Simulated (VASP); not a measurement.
Write the native input for VASP 6.6.1 that does the following.

```yaml
Task: single point
Functional: PBE
Potentials_or_basis: VASP PAW PBE potentials, release 64 (Rb_sv, Ba_sv)
Cutoff: 520 eV
k_mesh: 5 × 5 × 5
Occupations: methfessel-paxton, width 0.2 eV
Spin: no spin polarisation
Dipole_correction: no
Further_INCAR_settings: ALGO = Normal; EDIFF = 1e-07; NBANDS = 26
```

The structure of Rb3Ba lies in POSCAR:

```
Rb3Ba
1.0
   -3.3714590000      3.3714590000      7.3713480000
    3.3714590000     -3.3714590000      7.3713480000
    3.3714590000      3.3714590000     -7.3713480000
Rb Ba
3 1
Direct
    0.7500000000      0.2500000000      0.5000000000
    0.2500000000      0.7500000000      0.5000000000
    0.5000000000      0.5000000000      0.0000000000
    0.0000000000      0.0000000000      0.0000000000
```

One way to write it, as run:

INCAR

```
SYSTEM = Rb3Ba
PREC = Accurate
ENCUT = 520
EDIFF = 1E-7
ISMEAR = 1
SIGMA = 0.2
LREAL = .FALSE.
LASPH = .TRUE.
NELM = 60
ALGO = Normal
ISIF = 2
LWAVE = .FALSE.
LCHARG = .FALSE.
GGA = PE
NBANDS = 26
```

KPOINTS

```
Automatic mesh
0
G
  5 5 5
  0 0 0
```

Potentials or basis: VASP PAW PBE potentials, release 64 (Rb_sv, Ba_sv).

Command:

```console
$ cat potpaw_PBE.64/Rb_sv/POTCAR potpaw_PBE.64/Ba_sv/POTCAR > POTCAR
$ mpirun -np 1 vasp_std > vasp.out
```

It gave:

* Pressure: 0.0 GPa
* Band gap on the k mesh: zero (an odd number of electrons rules out a gap without spin polarisation)

Caveat: spin-orbit coupling is left out, which moves the levels of the heavy elements.

It took 4.2 min on 1 thread of Intel(R) Xeon(R) Platinum 8488C (Sapphire Rapids) (shared host), peak memory 0.75 GiB.
